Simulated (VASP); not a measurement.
# PbF2 (I4mm) in VASP: single point with r2SCAN

Aim: the single point of PbF2 with r2SCAN.

All numbers are computed with VASP 6.6.1; they aren't measurements. Logs are shortened: lines on timing, memory, paths and dates and some standing lists are left out, and cuts for length are marked.

**1. The cell of the first run**

It takes space group I4mm (No. 107, tetragonal). The conventional cell has a = 4.187 Å, b = 4.187 Å, c = 5.921 Å, α = 90.00°, β = 90.00°, γ = 90.00°. Pb (site symmetry 4mm) has 8 F at 2.45 to 2.68 Å within 3.2 Å. F (site symmetry 2mm) has 4 Pb at 2.45 to 2.68 Å and 6 F at 2.96 Å within 3.2 Å.

**2. Single point, r2SCAN (atom 1 (Pb) moved 0.2 Å along x)**

Input file POSCAR:

```
PbF2
1.0
    0.0000000000      2.9604591747      2.9604591747
    2.9604591747      0.0000000000      2.9604591747
    2.9604591747      2.9604591747      0.0000000000
Pb F
1 2
Direct
   -0.0337785438      0.0337785438      0.0337785438
    0.2500000000      0.2500000000      0.2500000000
    0.7500000000      0.7500000000      0.7500000000
```

Input file INCAR.step1:

```
PREC = Accurate
ENCUT = 520
ISMEAR = 0
SIGMA = 0.05
LREAL = F
LASPH = T
NELM = 100
NBANDS = 21
GGA = PE
ALGO = Normal
EDIFF = 1E-4
LWAVE = T
LCHARG = F
```

Input file INCAR.step2:

```
PREC = Accurate
ENCUT = 520
EDIFF = 1E-6
ISMEAR = 0
SIGMA = 0.05
LREAL = F
LASPH = T
NELM = 100
ALGO = Normal
ISIF = 2
LWAVE = F
LCHARG = T
METAGGA = R2SCAN
LMIXTAU = T
LELF = T
LVHAR = T
NBANDS = 21
ISTART = 1
```

Input file KPOINTS:

```
regular mesh
0
Gamma
  8 8 8
```

Potentials or basis: VASP PAW PBE potentials, release 64 (Pb_d, F).

Run with:

```bash
$ cat potpaw_PBE.64/Pb_d/POTCAR potpaw_PBE.64/F/POTCAR > POTCAR
$ cp INCAR.step1 INCAR
$ mpirun -np 1 vasp_std > vasp.out
$ cp INCAR.step2 INCAR
$ mpirun -np 1 vasp_std > vasp.out
```

OUTCAR:

```text
PREC = Accurate
   ENCUT = 520
   EDIFF = 1E-6
   ISMEAR = 0
   LREAL = F
   LASPH = T
   NELM = 100
   ISIF = 2
   METAGGA = R2SCAN
   ISTART = 1

 ion  position               nearest neighbor table
   1  0.966  0.034  0.034-   3 2.45   3 2.45   2 2.45   2 2.45   2 2.68   2 2.68   3 2.68   3 2.68

   2  0.250  0.250  0.250-   1 2.45   1 2.45   1 2.68   1 2.68
   3  0.750  0.750  0.750-   1 2.45   1 2.45   1 2.68   1 2.68

  LATTYP: Found a face centered cubic cell.
 ALAT       =     5.9209183494

  Lattice vectors:

 A1 = (   0.0000000000,   2.9604591747,   2.9604591747)
 A2 = (   2.9604591747,   0.0000000000,   2.9604591747)
 A3 = (   2.9604591747,   2.9604591747,   0.0000000000)

Analysis of symmetry for initial positions (statically):
=====================================================================
 Subroutine PRICEL returns:
 Original cell was already a primitive cell.

 Routine SETGRP: Setting up the symmetry group for a
 face centered cubic supercell.

 Subroutine GETGRP returns: Found  8 space group operations
 (whereof  8 operations were pure point group operations)
 out of a pool of 48 trial point group operations.

The static configuration has the point symmetry C_4v.

Analysis of symmetry for dynamics (positions and initial velocities):
=====================================================================
 Subroutine PRICEL returns:
 Original cell was already a primitive cell.

 Routine SETGRP: Setting up the symmetry group for a
 face centered cubic supercell.

 Subroutine GETGRP returns: Found  8 space group operations
 (whereof  8 operations were pure point group operations)
 out of a pool of 48 trial point group operations.

The dynamic configuration has the point symmetry C_4v.

 Subroutine INISYM returns: Found  8 space group operations
 (whereof  8 operations are pure point group operations),
 and found     1 'primitive' translations

----------------------------------------------------------------------------------------

                                     Primitive cell

  volume of cell :      51.8928

  direct lattice vectors                    reciprocal lattice vectors
     0.000000000  2.960459175  2.960459175    -0.168892719  0.168892719  0.168892719
     2.960459175  0.000000000  2.960459175     0.168892719 -0.168892719  0.168892719
     2.960459175  2.960459175  0.000000000     0.168892719  0.168892719 -0.168892719

  length of vectors
     4.186721516  4.186721516  4.186721516     0.292530771  0.292530771  0.292530771

[... 70 lines left out ...]
   NGX,Y,Z   is equivalent  to a cutoff of  12.71, 12.71, 12.71 a.u.
   NGXF,Y,Z  is equivalent  to a cutoff of  25.41, 25.41, 25.41 a.u.
 SYSTEM =  unknown system
   PREC   = accura    normal or accurate (medium, high low for compatibility)
   ISTART =      1    job   : 0-new  1-cont  2-samecut
   ICHARG =      0    charge: 1-file 2-atom 10-const
   ISPIN  =      1    spin polarized calculation?
   LNONCOLLINEAR =      F non collinear calculations
   LSORBIT =      F    spin-orbit coupling
   LASPH  =      T    aspherical Exc in radial PAW
   ENCUT  =  520.0 eV  38.22 Ry    6.18 a.u.   7.78  7.78  7.78*2*pi/ulx,y,z
   NELM   =    100;   NELMIN=  2; NELMDL=  0     # of ELM steps
   EDIFF  = 0.1E-05   stopping-criterion for ELM
   LREAL  =      F    real-space projection
[... 7 lines left out ...]
   TEBEG  =    0.0;   TEEND  =   0.0 temperature during run
   PSTRESS=    0.0 pullay stress
   NELECT =      28.0000    total number of electrons
   NUPDOWN=      -1.0000    fix difference up-down
   EMIN   =  10.00;   EMAX   =-10.00  energy-range for DOS
   EFERMI =   0.00;   METHOD = LEGACY
   ISMEAR =     0;   SIGMA  =   0.05  broadening in eV -4-tet -1-fermi 0-gaus
   EFERMI_NEDOS =   21; number of points for ismear=-14 and -15
   IALGO  =     38    algorithm
   IMIX   =      4    mixing-type and parameters
     AMIX     =   0.40;   BMIX     =  1.00
     AMIX_MAG =   1.60;   BMIX_MAG =  1.00
  volume/ion in A,a.u.               =      17.30       116.73
  Fermi-wavevector in a.u.,A,eV,Ry     =   1.332780  2.518589 24.168059  1.776302
  Thomas-Fermi vector in A             =   2.461689
   LORBIT       =      0    0 simple, 1 ext, 2 COOP (PROOUT), +10 PAW based schemes
   METAGGA = R2SCAN    functional components
   LHFCALC =     F    Hartree Fock is set to
   AEXX    =    0.0000 exact exchange contribution
   IVDW    =     0    specifies the selected vdW correction
   LEPSILON=     F    determine dielectric tensor
   LRPA    =     F    only Hartree local field effects (RPA)
 non-spin polarized calculation
 Gauss-broadening in eV      SIGMA  =   0.05
  energy-cutoff  :      520.00
  volume of cell :       51.89
 maximum number of plane-waves:      1411
   NGX = 15   NGY = 15   NGZ = 15

 number of electron      28.0000004 magnetization

 Free energy of the ion-electron system (eV)
  ---------------------------------------------------
  ext. energy  EPLUGINS =         0.00000000
  ---------------------------------------------------
  free energy    TOTEN  =       -70.12862780 eV

  energy without entropy =      -70.12862780  energy(sigma->0) =      -70.12862780

 E-fermi :   1.8002     XC(G=0): -10.0216

 val. band max:        1.5921504188   @ k =   0.5000   0.2500  -0.2500
 cond. band min:       6.4557937802   @ k =   0.0000   0.5000   0.5000
 fundamental gap:      4.8636433614
 Fermi energy:         1.8001894682

 k-point     1 :       0.0000    0.0000    0.0000
  band No.  band energies     occupation
      1     -20.9224      2.00000
      2     -20.3379      2.00000
      3     -13.3043      2.00000
      4     -13.3043      2.00000
      5     -13.2583      2.00000
      6     -13.2505      2.00000
[... 565 lines left out ...]
     20      17.9203      0.00000
     21      18.9232      0.00000

 [... further k-points ...]
[... 5 lines left out ...]
  --------------------------------------------------------------------------------------
  -------------------------------------------------------------------------------------
  Total        0.3404736      0.2604529      0.2604529      0.0000000     -0.0000000      0.0000000
  in kB       10.5120336      8.0414159      8.0414159      0.0000000     -0.0000000      0.0000000
  external PRESSURE =       8.8649552 kB  Pullay stress =       0.0000000 kB

 VOLUME and BASIS-vectors are now :
 -----------------------------------------------------------------------------
  energy-cutoff  :      520.00
  volume of cell :       51.89
      direct lattice vectors                 reciprocal lattice vectors
     0.000000000  2.960459175  2.960459175    -0.168892719  0.168892719  0.168892719
     2.960459175  0.000000000  2.960459175     0.168892719 -0.168892719  0.168892719
     2.960459175  2.960459175  0.000000000     0.168892719  0.168892719 -0.168892719

 POSITION                                       TOTAL-FORCE (eV/Angst)
 -----------------------------------------------------------------------------------
      0.20000      2.96046      2.96046        -0.359964      0.000000      0.000000
      1.48023      1.48023      1.48023         0.179982      0.000000      0.000000
      4.44069      4.44069      4.44069         0.179982     -0.000000     -0.000000
 -----------------------------------------------------------------------------------
    total drift:                               -0.002650      0.000003      0.000003

  FREE ENERGIE OF THE ION-ELECTRON SYSTEM (eV)
  ---------------------------------------------------
  free  energy   TOTEN  =       -70.1286278040 eV

  energy  without entropy=      -70.1286278040  energy(sigma->0) =      -70.12862780
```

OUTCAR.step1:

```text
PREC = Accurate
   ENCUT = 520
   ISMEAR = 0
   LREAL = F
[... 802 lines left out ...]
      0.20000      2.96046      2.96046        -0.394455      0.000000      0.000000
      1.48023      1.48023      1.48023         0.197228      0.000000      0.000000
      4.44069      4.44069      4.44069         0.197228      0.000000      0.000000
 -----------------------------------------------------------------------------------
    total drift:                               -0.000686     -0.000001     -0.000001

  FREE ENERGIE OF THE ION-ELECTRON SYSTEM (eV)
  ---------------------------------------------------
  free  energy   TOTEN  =       -14.2940854758 eV

  energy  without entropy=      -14.2940854758  energy(sigma->0) =      -14.29408548
```

OSZICAR.step1:

```text
N       E                     dE             d eps       ncg     rms          rms(c)
DAV:   1     0.301225473806E+03    0.30123E+03   -0.14289E+04  2486   0.157E+03
DAV:   2     0.106079665387E+02   -0.29062E+03   -0.27274E+03  2695   0.425E+02
DAV:   3    -0.154420036000E+02   -0.26050E+02   -0.25739E+02  2901   0.137E+02
DAV:   4    -0.161836823446E+02   -0.74168E+00   -0.74116E+00  2862   0.242E+01
DAV:   5    -0.162086462435E+02   -0.24964E-01   -0.24961E-01  3153   0.459E+00    0.799E+00
DAV:   6    -0.142989567746E+02    0.19097E+01   -0.85192E+00  3377   0.235E+01    0.262E+00
DAV:   7    -0.142986811923E+02    0.27558E-03   -0.44158E-01  2603   0.407E+00    0.155E+00
DAV:   8    -0.142962601558E+02    0.24210E-02   -0.10028E-01  2663   0.352E+00    0.539E-01
DAV:   9    -0.142929375888E+02    0.33226E-02   -0.18852E-02  3301   0.107E+00    0.103E-01
DAV:  10    -0.142940826226E+02   -0.11450E-02   -0.14679E-03  2543   0.305E-01    0.296E-02
DAV:  11    -0.142940854758E+02   -0.28531E-05   -0.10566E-04  2346   0.872E-02
   1 F= -.14294085E+02 E0= -.14294085E+02  d E =-.765607E-13
```

Run time: 2.1 min. Hardware: 1 thread of AMD EPYC 9R45 (Zen 5), shared host; peak memory 0.19 GiB.

Results:

```
Free energy            : -70.1286 eV
Pressure               : 0.9 GPa
Largest force          : 0.360 eV/Å
Band gap on the k mesh : 4.86 eV (least direct gap 5.11 eV)
```

Forces in eV/Å, atoms in the order of the input:
```
Pb  -0.360  0.000  0.000
F    0.180  0.000  0.000
F    0.180  0.000  0.000
```

Caveat: the cell differs from its parent crystal (atom 1 (Pb) moved 0.2 Å along x); the PAW data sets were made with another functional, which shifts forces and pressure a little; spin-orbit coupling is left out, which moves the levels of the heavy elements.
